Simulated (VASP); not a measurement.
Wanted: the native input for a VASP 6.6.1 run.

```yaml
Task: single point
Functional: revPBE
Potentials_or_basis: VASP PAW PBE potentials, release 64 (Nb_sv, P)
Cutoff: 520 eV
k_mesh: 11 × 11 × 11
Occupations: fermi-dirac, width 0.05 eV
Spin: no spin polarisation
Dipole_correction: no
Further_INCAR_settings: ALGO = Normal; EDIFF = 1e-06; NBANDS = 26
```

The structure of NbP lies in POSCAR:

```
NbP
1.0
   -1.6749232544      1.6749232544      5.7401081759
    1.6749232544     -1.6749232544      5.7401081759
    1.6749232544      1.6749232544     -5.7401081759
Nb P
2 2
Direct
    0.2498808000      0.7498808000      0.5000000000
    0.4998808000      0.4998808000      0.0000000000
    0.8327477700      0.3327477700      0.5000000000
    0.0827477700      0.0827477700      0.0000000000
```

The input as run:

INCAR

```
PREC     = Accurate       # precision mode
ENCUT    = 520            # plane-wave cutoff, eV
EDIFF    = 1E-6           # SCF threshold, eV
ISMEAR   = -1             # smearing method
SIGMA    = 0.05           # smearing width, eV
LREAL    = F              # projectors in reciprocal space
LASPH    = T              # aspherical terms in the spheres
NELM     = 80             # most SCF steps
ALGO     = Normal         # electronic algorithm
ISIF     = 2              # what is computed and relaxed
LWAVE    = F              # write WAVECAR
LCHARG   = F              # write CHGCAR
GGA      = RE             # functional
NBANDS   = 26             # bands
```

KPOINTS

```
Automatic mesh
0
Gamma
  11 11 11
```

Potentials or basis: VASP PAW PBE potentials, release 64 (Nb_sv, P).

Command:

```console
$ cat potpaw_PBE.64/Nb_sv/POTCAR potpaw_PBE.64/P/POTCAR > POTCAR
$ mpirun -np 1 vasp_std > vasp.out
```

Results of the run:

| Property | Result |
| --- | --- |
| Pressure | 0.3 GPa |
| Largest force | 0.014 eV/Å |
| Band gap on the k mesh | zero (filled and empty bands touch) |

Caveat: the PAW data sets were made with another functional, which shifts forces and pressure a little.

Run time: 14 min on 1 thread of Intel Xeon 8259CL, with other jobs on the host, peak memory 0.44 GiB.
